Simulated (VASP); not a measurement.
# AlCu (rocksalt type) (Fm-3m) in VASP: further runs

Runs on AlCu (rocksalt type). Level: PBEsol. Tasks: density of states.

Everything below comes from runs of VASP 6.6.1. Logs are shortened: lines on timing, memory, paths and dates and some standing lists are left out, and cuts for length are marked.

## 1. The cell of the first run

It takes space group Fm-3m (No. 225, cubic). Conventional cell: a = 4.083 Å, b = 4.083 Å, c = 4.083 Å, α = 90.00°, β = 90.00°, γ = 90.00°. Cu (site symmetry m-3m) has 6 Al at 2.04 Å within 2.7 Å. Within 2.7 Å of Al (site symmetry m-3m) lie 6 Cu at 2.04 Å.

## 2. Density of states, PBEsol (volume scaled by 0.55)

File POSCAR:

```
AlCu
1.0
    0.0000000000      2.0414044994      2.0414044994
    2.0414044994      0.0000000000      2.0414044994
    2.0414044994      2.0414044994      0.0000000000
Cu Al
1 1
Direct
    0.0000000000      0.0000000000      0.0000000000
    0.5000000000      0.5000000000      0.5000000000
```

File INCAR.step1:

```
SYSTEM = AlCu
PREC = Accurate ; ENCUT = 520
EDIFF = 1E-6 ; ISMEAR = -1
SIGMA = 0.1 ; LREAL = .False.
LASPH = .True. ; NELM = 80
ALGO = Normal ; ISIF = 2
LWAVE = .False. ; LCHARG = .True.
LMAXMIX = 4 ; GGA = PS
NBANDS = 14
```

File KPOINTS.step1:

```
regular mesh
0
Gamma
  14 14 14
  0 0 0
```

File INCAR.step2:

```
SYSTEM = AlCu
PREC = Accurate ; ENCUT = 520
EDIFF = 1E-6 ; ISMEAR = -5
SIGMA = 0.1 ; LREAL = .False.
LASPH = .True. ; NELM = 80
ALGO = Normal ; ISIF = 2
LWAVE = .False. ; LCHARG = .False.
LMAXMIX = 4 ; GGA = PS
LORBIT = 10 ; NBANDS = 14
NEDOS = 2001 ; ICHARG = 11
```

File KPOINTS.step2:

```
regular mesh
0
Gamma
  21 21 21
  0 0 0
```

Potentials or basis: VASP PAW PBE potentials, release 64 (Cu, Al).

Run with:

```sh
$ cat potpaw_PBE.64/Cu/POTCAR potpaw_PBE.64/Al/POTCAR > POTCAR
$ cp INCAR.step1 INCAR
$ cp KPOINTS.step1 KPOINTS
$ mpirun -np 1 vasp_std > vasp.out
$ cp INCAR.step2 INCAR
$ cp KPOINTS.step2 KPOINTS
$ mpirun -np 1 vasp_std > vasp.out
```

OUTCAR:

```text
SYSTEM = AlCu
   PREC = Accurate
   ENCUT = 520
   EDIFF = 1E-6
   ISMEAR = -5
   LREAL = .False.
   LASPH = .True.
   NELM = 80
   ISIF = 2
   GGA = PS
   LORBIT = 10
   ICHARG = 11

 ion  position               nearest neighbor table
   1  0.000  0.000  0.000-   2 2.04   2 2.04   2 2.04   2 2.04   2 2.04   2 2.04
   2  0.500  0.500  0.500-   1 2.04   1 2.04   1 2.04   1 2.04   1 2.04   1 2.04

  LATTYP: Found a face centered cubic cell.
 ALAT       =     4.0828089988

  Lattice vectors:

 A1 = (   0.0000000000,   2.0414044994,   2.0414044994)
 A2 = (   2.0414044994,   0.0000000000,   2.0414044994)
 A3 = (   2.0414044994,   2.0414044994,   0.0000000000)

Analysis of symmetry for initial positions (statically):
=====================================================================
 Subroutine PRICEL returns:
 Original cell was already a primitive cell.

 Routine SETGRP: Setting up the symmetry group for a
 face centered cubic supercell.

 Subroutine GETGRP returns: Found 48 space group operations
 (whereof 48 operations were pure point group operations)
 out of a pool of 48 trial point group operations.

The static configuration has the point symmetry O_h .

Analysis of symmetry for dynamics (positions and initial velocities):
=====================================================================
 Subroutine PRICEL returns:
 Original cell was already a primitive cell.

 Routine SETGRP: Setting up the symmetry group for a
 face centered cubic supercell.

 Subroutine GETGRP returns: Found 48 space group operations
 (whereof 48 operations were pure point group operations)
 out of a pool of 48 trial point group operations.

The dynamic configuration has the point symmetry O_h .

 Subroutine INISYM returns: Found 48 space group operations
 (whereof 48 operations are pure point group operations),
 and found     1 'primitive' translations

----------------------------------------------------------------------------------------

                                     Primitive cell

  volume of cell :      17.0144

  direct lattice vectors                    reciprocal lattice vectors
     0.000000000  2.041404499  2.041404499    -0.244929410  0.244929410  0.244929410
     2.041404499  0.000000000  2.041404499     0.244929410 -0.244929410  0.244929410
     2.041404499  2.041404499  0.000000000     0.244929410  0.244929410 -0.244929410

  length of vectors
     2.886981929  2.886981929  2.886981929     0.424230183  0.424230183  0.424230183

  position of ions in fractional coordinates (direct lattice)
     0.000000000  0.000000000  0.000000000
     0.500000000  0.500000000  0.500000000

  ion indices of the primitive-cell ions
[... 99 lines left out ...]
  Fermi-wavevector in a.u.,A,eV,Ry     =   1.534070  2.898971 32.019543  2.353370
  Thomas-Fermi vector in A             =   2.641049
   LORBIT       =     10    0 simple, 1 ext, 2 COOP (PROOUT), +10 PAW based schemes
   GGA     = PS    functional components
   LHFCALC =     F    Hartree Fock is set to
   AEXX    =    0.0000 exact exchange contribution
   IVDW    =     0    specifies the selected vdW correction
   LEPSILON=     F    determine dielectric tensor
   LRPA    =     F    only Hartree local field effects (RPA)
 non-spin polarized calculation
 Fermi weights with tetrahedron method with Bloechl corrections
  energy-cutoff  :      520.00
  volume of cell :       17.01
 maximum number of plane-waves:       473
 NGX is ok and might be reduce to    24

 number of electron      14.0000011 magnetization

 Free energy of the ion-electron system (eV)
  ---------------------------------------------------
  ext. energy  EPLUGINS =         0.00000000
  ---------------------------------------------------
  free energy    TOTEN  =        -2.87804885 eV

  energy without entropy =       -2.87804885  energy(sigma->0) =       -2.87804885

 E-fermi :  15.6078     XC(G=0): -13.9038

 val. band max:       15.8347145946   @ k =   0.4762   0.3333   0.1429
 cond. band min:      15.5412802357   @ k =  -0.2857   0.4762   0.2381
 fundamental gap:     -0.2934343589
 Fermi energy:        15.6078001985

 k-point     1 :       0.0000    0.0000    0.0000
  band No.  band energies     occupation
      1       0.4069      2.00000
      2       8.5438      2.00000
      3       8.5438      2.00000
      4       8.5438      2.00000
      5       8.7131      2.00000
      6       8.7131      2.00000
      7      25.0569      0.00000
      8      25.0569      0.00000
      9      25.0569      0.00000
     10      26.9617      0.00000
     11      26.9617      0.00000
     12      26.9617      0.00000
     13      27.2956      0.00000
     14      33.4570      0.00000
[... 377 lines left out ...]
      1       4.3675      2.00000
      2       7.5547      2.00000
      3       8.2881      2.00000
      4       8.3074      2.00000
      5       9.5391      2.00000
      6       9.6465      2.00000
      7      12.7594      2.00000
      8      21.4684      0.00000
      9      22.6780      0.00000
     10      25.9233      0.00000
     11      26.2165      0.00000
     12      27.5144      0.00000
     13      31.6875      0.00000
     14      33.5230      0.00000

 [... further k-points ...]

------------------------ aborting loop because EDIFF is reached ----------------------------------------

  FORCE on cell =-STRESS in cart. coord.  units (eV):
  Direction    XX          YY          ZZ          XY          YZ          ZX
  --------------------------------------------------------------------------------------
  -------------------------------------------------------------------------------------
  Total       20.7054166     20.7054166     20.7054166      0.0000000     -0.0000000      0.0000000
  in kB     1949.7429446   1949.7429446   1949.7429446      0.0000000     -0.0000000      0.0000000
  external PRESSURE =    1949.7429446 kB  Pullay stress =       0.0000000 kB

 VOLUME and BASIS-vectors are now :
 -----------------------------------------------------------------------------
  energy-cutoff  :      520.00
  volume of cell :       17.01
      direct lattice vectors                 reciprocal lattice vectors
     0.000000000  2.041404499  2.041404499    -0.244929410  0.244929410  0.244929410
     2.041404499  0.000000000  2.041404499     0.244929410 -0.244929410  0.244929410
     2.041404499  2.041404499  0.000000000     0.244929410  0.244929410 -0.244929410

 POSITION                                       TOTAL-FORCE (eV/Angst)
 -----------------------------------------------------------------------------------
      0.00000      0.00000      0.00000        -0.000000      0.000000     -0.000000
      2.04140      2.04140      2.04140         0.000000      0.000000      0.000000
 -----------------------------------------------------------------------------------
    total drift:                                0.000000     -0.000000     -0.000000

  FREE ENERGIE OF THE ION-ELECTRON SYSTEM (eV)
  ---------------------------------------------------
  free  energy   TOTEN  =        -2.8780488535 eV

  energy  without entropy=       -2.8780488535  energy(sigma->0) =       -2.87804885

 total charge

# of ion       s       p       d       tot
------------------------------------------
    1        0.874   0.828   9.340  11.042
    2        0.519   0.637   0.000   1.157
--------------------------------------------------
tot          1.393   1.465   9.340  12.199
```

Run time: 1.7 min. Hardware: 1 thread of AMD EPYC 7R43 (Zen 3), shared host; peak memory 0.16 GiB.

What came out:

```
Valence electrons inside the program's atomic spheres : Cu 11.04; Al 1.16
```

Caveat: the PAW data sets were made with another functional, which shifts forces and pressure a little; tetrahedron occupations give inexact forces and stress in metals.

## 3. Density of states, PBEsol (volume scaled by 0.72)

File POSCAR:

```
AlCu
1.0
    0.0000000000      2.2331556964      2.2331556964
    2.2331556964      0.0000000000      2.2331556964
    2.2331556964      2.2331556964      0.0000000000
Cu Al
1 1
Direct
    0.0000000000      0.0000000000      0.0000000000
    0.5000000000      0.5000000000      0.5000000000
```

File INCAR.step1:

```
  PREC = Accurate
  ENCUT = 520
  EDIFF = 1E-6
  ISMEAR = -1
  SIGMA = 0.1
  LREAL = F
  LASPH = T
  NELM = 80
  ALGO = Normal
  ISIF = 2
  LWAVE = F
  LCHARG = T
  LMAXMIX = 4
  GGA = PS
  NBANDS = 14
```

File KPOINTS.step1:

```
Automatic mesh
0
Gamma
  14 14 14
```

File INCAR.step2:

```
  PREC = Accurate
  ENCUT = 520
  EDIFF = 1E-6
  ISMEAR = -5
  SIGMA = 0.1
  LREAL = F
  LASPH = T
  NELM = 80
  ALGO = Normal
  ISIF = 2
  LWAVE = F
  LCHARG = F
  LMAXMIX = 4
  GGA = PS
  LORBIT = 11
  NEDOS = 2001
  ICHARG = 11
```

File KPOINTS.step2:

```
Automatic mesh
0
Gamma
  21 21 21
```

Potentials or basis: VASP PAW PBE potentials, release 64 (Cu, Al).

Run with:

```sh
$ cat potpaw_PBE.64/Cu/POTCAR potpaw_PBE.64/Al/POTCAR > POTCAR
$ cp INCAR.step1 INCAR
$ cp KPOINTS.step1 KPOINTS
$ mpirun -np 1 vasp_std > vasp.out
$ cp INCAR.step2 INCAR
$ cp KPOINTS.step2 KPOINTS
$ mpirun -np 1 vasp_std > vasp.out
```

OUTCAR:

```text
PREC = Accurate
   ENCUT = 520
   EDIFF = 1E-6
   ISMEAR = -5
   LREAL = F
   LASPH = T
   NELM = 80
   ISIF = 2
   GGA = PS
   LORBIT = 11
   ICHARG = 11

 ion  position               nearest neighbor table
   1  0.000  0.000  0.000-   2 2.23   2 2.23   2 2.23   2 2.23   2 2.23   2 2.23
   2  0.500  0.500  0.500-   1 2.23   1 2.23   1 2.23   1 2.23   1 2.23   1 2.23

  LATTYP: Found a face centered cubic cell.
 ALAT       =     4.4663113928

  Lattice vectors:

 A1 = (   0.0000000000,   2.2331556964,   2.2331556964)
 A2 = (   2.2331556964,   0.0000000000,   2.2331556964)
 A3 = (   2.2331556964,   2.2331556964,   0.0000000000)

Analysis of symmetry for initial positions (statically):
=====================================================================
 Subroutine PRICEL returns:
 Original cell was already a primitive cell.

 Routine SETGRP: Setting up the symmetry group for a
 face centered cubic supercell.

 Subroutine GETGRP returns: Found 48 space group operations
 (whereof 48 operations were pure point group operations)
[... 494 lines left out ...]
 k-point    24 :      -0.3810    0.0476    0.0000
  band No.  band energies     occupation
      1       1.9066      2.00000
      2       4.8376      2.00000
      3       5.4800      2.00000
      4       5.4821      2.00000
      5       6.3889      2.00000
      6       6.4526      2.00000
      7       8.5428      2.00000
      8      16.3059      0.00000
      9      17.5660      0.00000
     10      19.5823      0.00000
     11      19.8149      0.00000

 [... further k-points ...]

------------------------ aborting loop because EDIFF is reached ----------------------------------------

  FORCE on cell =-STRESS in cart. coord.  units (eV):
  Direction    XX          YY          ZZ          XY          YZ          ZX
  --------------------------------------------------------------------------------------
  -------------------------------------------------------------------------------------
  Total        8.4247183      8.4247183      8.4247183     -0.0000000     -0.0000000     -0.0000000
  in kB      606.0088496    606.0088496    606.0088496     -0.0000000     -0.0000000     -0.0000000
  external PRESSURE =     606.0088496 kB  Pullay stress =       0.0000000 kB

 VOLUME and BASIS-vectors are now :
 -----------------------------------------------------------------------------
  energy-cutoff  :      520.00
  volume of cell :       22.27
      direct lattice vectors                 reciprocal lattice vectors
     0.000000000  2.233155696  2.233155696    -0.223898406  0.223898406  0.223898406
     2.233155696  0.000000000  2.233155696     0.223898406 -0.223898406  0.223898406
     2.233155696  2.233155696  0.000000000     0.223898406  0.223898406 -0.223898406

 POSITION                                       TOTAL-FORCE (eV/Angst)
 -----------------------------------------------------------------------------------
      0.00000      0.00000      0.00000         0.000000      0.000000     -0.000000
      2.23316      2.23316      2.23316        -0.000000      0.000000      0.000000
 -----------------------------------------------------------------------------------
    total drift:                                0.000000     -0.000000     -0.000000

  FREE ENERGIE OF THE ION-ELECTRON SYSTEM (eV)
  ---------------------------------------------------
  free  energy   TOTEN  =        -6.6626867690 eV

  energy  without entropy=       -6.6626867690  energy(sigma->0) =       -6.66268677

 total charge

# of ion       s       p       d       tot
------------------------------------------
    1        0.717   0.569   9.216  10.503
    2        0.471   0.462   0.000   0.933
--------------------------------------------------
tot          1.188   1.030   9.216  11.435
```

OUTCAR.step1:

```text
PREC = Accurate
   ENCUT = 520
   EDIFF = 1E-6
   ISMEAR = -1
   LREAL = F
[... 629 lines left out ...]
      0.00000      0.00000      0.00000         0.000000      0.000000      0.000000
      2.23316      2.23316      2.23316         0.000000     -0.000000     -0.000000
 -----------------------------------------------------------------------------------
    total drift:                                0.000000     -0.000000     -0.000000

  FREE ENERGIE OF THE ION-ELECTRON SYSTEM (eV)
  ---------------------------------------------------
  free  energy   TOTEN  =        -6.6720384388 eV

  energy  without entropy=       -6.6507065956  energy(sigma->0) =       -6.66137252
```

OSZICAR.step1:

```text
N       E                     dE             d eps       ncg     rms          rms(c)
DAV:   1     0.565951671495E+02    0.56595E+02   -0.65243E+03  3096   0.139E+03
DAV:   2    -0.622048728988E+01   -0.62816E+02   -0.56580E+02  3086   0.221E+02
DAV:   3    -0.873183605738E+01   -0.25113E+01   -0.24189E+01  3726   0.478E+01
DAV:   4    -0.877140178086E+01   -0.39566E-01   -0.39549E-01  3356   0.512E+00
DAV:   5    -0.877251211718E+01   -0.11103E-02   -0.11103E-02  4194   0.922E-01    0.128E+01
DAV:   6    -0.866059421812E+01    0.11192E+00   -0.30370E+01  3308   0.158E+02    0.827E+00
DAV:   7    -0.671233718492E+01    0.19483E+01   -0.59029E+00  3524   0.720E+01    0.751E-01
DAV:   8    -0.668976514863E+01    0.22572E-01   -0.23585E-01  4140   0.108E+01    0.102E+00
DAV:   9    -0.667197545328E+01    0.17790E-01   -0.32120E-02  4080   0.467E+00    0.428E-02
DAV:  10    -0.667206226083E+01   -0.86808E-04   -0.72614E-04  4160   0.290E-01    0.615E-02
DAV:  11    -0.667205647640E+01    0.57844E-05   -0.12771E-05  4572   0.525E-02    0.278E-02
DAV:  12    -0.667203824861E+01    0.18228E-04   -0.66429E-05  3598   0.234E-01    0.727E-03
DAV:  13    -0.667203843885E+01   -0.19024E-06   -0.12452E-06  2244   0.167E-02
   1 F= -.66720384E+01 E0= -.66613725E+01  d E =-.213318E-01
```

Wall time 62 s (1 thread of AMD EPYC 7R43 (Zen 3), shared host); peak memory 0.17 GiB.

Results:

| Property | Result |
| --- | --- |
| Valence electrons inside the program's atomic spheres | Cu 10.50; Al 0.93 |

Levels at points of the mesh, in eV from the Fermi level:
| k point | band 5 | band 6 | band 7 | band 8 | band 9 | band 10 |
| --- | --- | --- | --- | --- | --- | --- |
| (0.00, 0.00, 0.00) | -5.17 | -5.17 | 7.45 | 7.45 | 7.45 | 10.39 |

Caveat: the PAW data sets were made with another functional, which shifts forces and pressure a little; tetrahedron occupations give inexact forces and stress in metals.

(Continued in part 2 of 2.)
